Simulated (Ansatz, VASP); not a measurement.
# Nb2H in VASP and in Ansatz

File INCAR:

```
SYSTEM = Nb2H
PREC = Accurate
ENCUT = 400
EDIFF = 1E-6
ISMEAR = 0
SIGMA = 0.1
LREAL = .FALSE.
LASPH = .TRUE.
NELM = 200
ALGO = Normal
ISIF = 2
LWAVE = .FALSE.
LCHARG = .FALSE.
ISPIN = 2
MAGMOM = 1 1 1 1 0 0
LORBIT = 11
LMAXMIX = 4
LDIPOL = .TRUE.
IDIPOL = 3
DIPOL = 0.5 0.5 0.290
GGA = PE
IVDW = 12
NBANDS = 40
GGA_COMPAT = .FALSE.
NELMDL = -8
```

The input KPOINTS:

```
Automatic mesh
0
G
  6 6 1
  0 0 0
```

The input POSCAR:

```
Nb2H
1.0
    2.8470950710     -0.0000000033      0.0000000000
   -1.4235475327      2.4656566601      0.0000000000
    0.0000000000      0.0000000000     37.8816948800
Nb H
4 2
Direct
    0.3333333333      0.6666666667      0.1843370958
    0.6666666667      0.3333333333      0.2551799573
    0.3333333333      0.6666666667      0.3964183343
    0.6666666667      0.3333333333      0.3255754728
    0.0000000000      0.0000000000      0.2216822139
    0.0000000000      0.0000000000      0.3590732161
```

Input for Ansatz:

```yaml
crystal:
  lattice:
    - [2.847095071, -3.3e-09, 0.0]
    - [-1.4235475327, 2.4656566601, 0.0]
    - [0.0, 0.0, 37.88169488]
  atoms:
    - { symbol: Nb, position: [0.3333333333, 0.6666666667, 0.1843370958], spin: 1.0 }
    - { symbol: Nb, position: [0.6666666667, 0.3333333333, 0.2551799573], spin: 1.0 }
    - { symbol: Nb, position: [0.3333333333, 0.6666666667, 0.3964183343], spin: 1.0 }
    - { symbol: Nb, position: [0.6666666667, 0.3333333333, 0.3255754728], spin: 1.0 }
    - { symbol: H, position: [0.0, 0.0, 0.2216822139] }
    - { symbol: H, position: [0.0, 0.0, 0.3590732161] }
  periodic: [true, true, false]
basis:
  ecutwfc: 420
kpoints:
  mp_grid: { grid: [6, 6, 1] }
hamiltonian:
  xc: pbe
  dispersion: d3bj
scf:
  occupations: { method: gaussian, width: 0.1 }
  lower_state_search: "off"
output:
  forces: true
  stress: true
  eigenvalues: true
  populations: true
magnetization:
  spin_polarized: true
```

Alike in both runs: task single point; functional PBE; dispersion D3(BJ); k mesh 6 × 6 × 1; occupations gaussian, width 0.1 eV; collinear spin.

|  | VASP | Ansatz |
| --- | --- | --- |
| version | VASP 6.6.1 | Ansatz 0.2.0 |
| potentials or method | VASP PAW PBE potentials, release 64 (Nb_sv, H), cutoff 400 eV | scalar-relativistic, plane waves, PAW |
| valence electrons in the cell | 54 | 54 |

|  | VASP | Ansatz | Ansatz less VASP |
| --- | --- | --- | --- |
| gap on the k mesh at the Fermi level (eV) | none | none | - |
| net moment per atom (μB) | 0.00 | 0.00 | 0.000 |

A gap of «none» marks a metal or a gap that the smearing closes. Ansatz's warnings: seeded moment not kept, slab cell height set.

The k mesh is coarse, so the values compare programs but aren't converged.
